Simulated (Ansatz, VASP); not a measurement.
# One calculation of BaZrO3, two programs

```xyz
5
Lattice="4.2054 0.0000 0.0000 0.0000 4.2054 0.0000 0.0000 0.0000 4.2054" Properties=species:S:1:pos:R:3 pbc="T T T"
Ba    0.0000    0.0000    0.0000
Zr    2.1027    2.1027    2.1027
O     2.1027    2.1027    0.0000
O     2.1027    0.0000    2.1027
O     0.0000    2.1027    2.1027
```

Alike in both runs: task single point; functional PBE; k mesh 6 × 6 × 6; occupations fermi-dirac, width 0.02 eV; no spin polarisation.

|  | VASP | Ansatz |
| --- | --- | --- |
| version | VASP 6.6.1 | Ansatz 0.2.0 |
| potentials or method | VASP PAW PBE potentials, release 64 (Ba_sv, Zr_sv, O_h) | plane waves, PAW |
| plane-wave cutoff (eV) | 910 | 420 |
| valence electrons in the cell | 40 | 40 |

```tsv
	VASP	Ansatz	Ansatz less VASP
gap on the k mesh at the Fermi level (eV)	3.17	3.22	+0.044
```

Neither program's run includes spin-orbit coupling. Noted on VASP's run: the cutoff is under 1.25 times that of the potentials, so the pressure is a little rough.
